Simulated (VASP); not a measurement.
Here is a VASP 6.6.1 calculation.

Contents of INCAR:

```
SYSTEM = WC
ALGO = Normal
EDIFF = 1E-6
ENCUT = 1300
GGA = PS
GGA_COMPAT = .False.
ISIF = 2
ISMEAR = 0
LASPH = .True.
LCHARG = .False.
LREAL = .False.
LWAVE = .False.
NBANDS = 16
NELM = 120
PREC = Accurate
SIGMA = 0.15
```

The input KPOINTS:

```
k-points
0
Gamma
  24 24 24
  0 0 0
```

POSCAR

```
WC
1.0
    0.0000000000      2.1726853743      2.1726853743
    2.1944122280      0.0000000000      2.1726853743
    2.1944122280      2.1726853743      0.0000000000
W C
1 1
Direct
    0.0000000000      0.0000000000      0.0000000000
    0.5000000000      0.5000000000      0.5000000000
```

Potentials or basis: VASP PAW PBE potentials, release 64 (W_sv, C_h).

Command:

```sh
$ cat potpaw_PBE.64/W_sv/POTCAR potpaw_PBE.64/C_h/POTCAR > POTCAR
$ mpirun -np 1 vasp_std > vasp.out
```

Q: Estimate the pressure.

A: -2.7 GPa.

Q: What does it give for the band gap on the k mesh?

A: Zero (bands 9 and 10 overlap by 3.20 eV).

Stress tensor (GPa, compression positive):
```
-6.60  0.00  0.00
 0.00 -0.76  0.00
 0.00  0.00 -0.76
```

Caveat: the cell differs from its parent crystal (strain +0.0100 x Voigt [1, 0, 0, 0, 0, 0]); the stress differs along the axes, from -7 to -1 GPa; the PAW data sets were made with another functional, which shifts forces and pressure a little; spin-orbit coupling is left out, which moves the levels of the heavy elements.
